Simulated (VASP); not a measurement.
Set up this calculation in VASP 6.6.1, as the native input.

| Quantity | Value |
| --- | --- |
| Task | single point |
| Functional | PBE |
| Potentials or basis | VASP PAW PBE potentials, release 64 (Ba_sv, Ti_sv, Mg) |
| Cutoff | 520 eV |
| k mesh | 5 × 5 × 5 |
| Occupations | fermi-dirac, width 0.05 eV |
| Spin | no spin polarisation |
| Dipole correction | no |
| Further INCAR settings | ALGO = Fast; EDIFF = 1e-07; NBANDS = 27 |

The structure of BaMg6Ti lies in POSCAR:

```
BaMg6Ti
1.0
    6.5928356663      0.0000000000      0.0000000000
   -3.2964178331      5.7095631700      0.0000000000
    0.0000000000      0.0000000000      5.2163325097
Ba Ti Mg
1 1 6
Direct
    0.0000000000      0.0000000000      0.0000000000
    0.6666666667      0.3333333333      0.5000000000
    0.5140310000      0.4859690000      0.0000000000
    0.9719380000      0.4859690000      0.0000000000
    0.5140310000      0.0280620000      0.0000000000
    0.1770245000      0.8229755000      0.5000000000
    0.6459510000      0.8229755000      0.5000000000
    0.1770245000      0.3540490000      0.5000000000
```

These files were run (other wordings do the same):

INCAR

```
PREC     = Accurate       # precision mode
ENCUT    = 520            # plane-wave cutoff, eV
EDIFF    = 1E-7           # SCF threshold, eV
ISMEAR   = -1             # smearing method
SIGMA    = 0.05           # smearing width, eV
LREAL    = False          # projectors in reciprocal space
LASPH    = True           # aspherical terms in the spheres
NELM     = 100            # most SCF steps
ALGO     = Fast           # electronic algorithm
ISIF     = 2              # what is computed and relaxed
LWAVE    = False          # write WAVECAR
LCHARG   = False          # write CHGCAR
GGA      = PE             # functional
NBANDS   = 27             # bands
```

KPOINTS

```
regular mesh
0
Gamma
  5 5 5
```

Potentials or basis: VASP PAW PBE potentials, release 64 (Ba_sv, Ti_sv, Mg).

Run with:

```bash
$ cat potpaw_PBE.64/Ba_sv/POTCAR potpaw_PBE.64/Ti_sv/POTCAR potpaw_PBE.64/Mg/POTCAR > POTCAR
$ mpirun -np 1 vasp_std > vasp.out
```

It gave:

```json
{
 "Pressure": "1.2 GPa",
 "Largest force": "0.209 eV/Å",
 "Band gap on the k mesh": "zero (bands 17 and 18 overlap by 0.19 eV)"
}
```

Caveat: spin-orbit coupling is left out, which moves the levels of the heavy elements.

Wall time 13 min on 1 thread of AMD EPYC 7R13, on a shared host, peak memory 0.34 GiB.
